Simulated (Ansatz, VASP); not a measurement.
**Si in VASP and in Ansatz**

```
Si
1.0
    -3.32954    3.32954    3.32954
     3.32954   -3.32954    3.32954
     3.32954    3.32954   -3.32954
Si
8
Direct
  0.20285 0.20285 0.20285
  0.50000 0.00000 0.29715
  0.29715 0.50000 0.00000
  0.00000 0.29715 0.50000
  0.79715 0.79715 0.79715
  0.50000 0.00000 0.70285
  0.70285 0.50000 0.00000
  0.00000 0.70285 0.50000
```

Alike in both runs: task single point; functional PBE; k mesh 10 × 10 × 10; occupations gaussian, width 0.15 eV; no spin polarisation.

```csv
,VASP,Ansatz
version,VASP 6.6.1,Ansatz 0.2.0
potentials or method,"VASP PAW PBE potentials, release 64 (Si), cutoff 520 eV","scalar-relativistic, plane waves, PAW"
valence electrons in the cell,32,32
```

|  | VASP | Ansatz | Ansatz less VASP |
| --- | --- | --- | --- |
| gap on the k mesh at the Fermi level (eV) | none | none | - |
| pressure (GPa) | -0.1 | 0.0 | +0.06 |

A gap of «none» marks a metal or a gap that the smearing closes.
